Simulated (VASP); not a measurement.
Input of a VASP 6.6.1 run:

Contents of INCAR:

```
SYSTEM = Nb
PREC = Accurate
ENCUT = 520
EDIFF = 1E-6
ISMEAR = -1
SIGMA = 0.05
LREAL = .FALSE.
LASPH = .TRUE.
NELM = 80
ALGO = Fast
ISIF = 2
LWAVE = .FALSE.
LCHARG = .FALSE.
GGA = CA
NBANDS = 12
```

The input KPOINTS:

```
Automatic mesh
0
G
  11 11 11
  0 0 0
```

POSCAR

```
Nb
1.0
    0.0000000000      2.1008049414      2.1008049414
    2.1008049414      0.0000000000      2.1008049414
    2.1008049414      2.1008049414      0.0000000000
Nb
1
Direct
    0.0000000000      0.0000000000      0.0000000000
```

Potentials or basis: VASP PAW LDA potentials, release 64 (Nb_sv).

Command:

```console
$ cat potpaw_LDA.64/Nb_sv/POTCAR > POTCAR
$ mpirun -np 1 vasp_std > vasp.out
```

**Question.** What does it give for the pressure?

**Answer.** -8.1 GPa.
